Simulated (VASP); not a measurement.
The system is Rh3N.

```
Rh N
1.0
     3.54413    0.00000    0.00000
     0.00000    3.54413    0.00000
     0.00000    0.00000    3.54413
Rh N
3 1
Direct
  0.00000 0.50000 0.50000
  0.50000 0.00000 0.50000
  0.50000 0.50000 0.00000
  0.00000 0.00000 0.00000
```

| Item | Value |
| --- | --- |
| Program | VASP 6.6.1 |
| Task | relaxation of cell and atoms |
| Functional | PBE |
| Potentials or basis | VASP PAW PBE potentials, release 64 (Rh_pv, N) |
| Cutoff | 600 eV |
| k mesh | 6 × 6 × 6 |
| Occupations | gaussian, width 0.1 eV |
| Spin | no spin polarisation |

At the start: pressure 45.2 GPa; volume 11.13 Å³/atom.

How do energy, volume and symmetry change on relaxing?

Over 5 steps the energy falls by 210.7 meV/atom and the volume is 12.85 Å³/atom (+15.5 %); space group Pm-3m (No. 221, to 0.05 Å).

Step by step:
```
step  energy change (eV)  largest force (eV/Å)  pressure (GPa)  volume (Å³)
   1              0.0000                0.0000           45.18        44.52
   2              1.2512                0.0000          -30.72        67.95
   3             -0.8366                0.0000           -2.85        52.10
   4             -0.8426                0.0000           -0.62        51.55
   5             -0.8429                0.0000            0.01        51.40
```

Final structure:
```xyz
4
Lattice="3.7182 0.0000 0.0000 0.0000 3.7182 0.0000 0.0000 0.0000 3.7182" Properties=species:S:1:pos:R:3 pbc="T T T"
Rh    0.0000    1.8591    1.8591
Rh    1.8591    0.0000    1.8591
Rh    1.8591    1.8591    0.0000
N     0.0000    0.0000    0.0000
```

Caveat: the volume moved by over 15 % at a fixed basis, so the end points are rough.
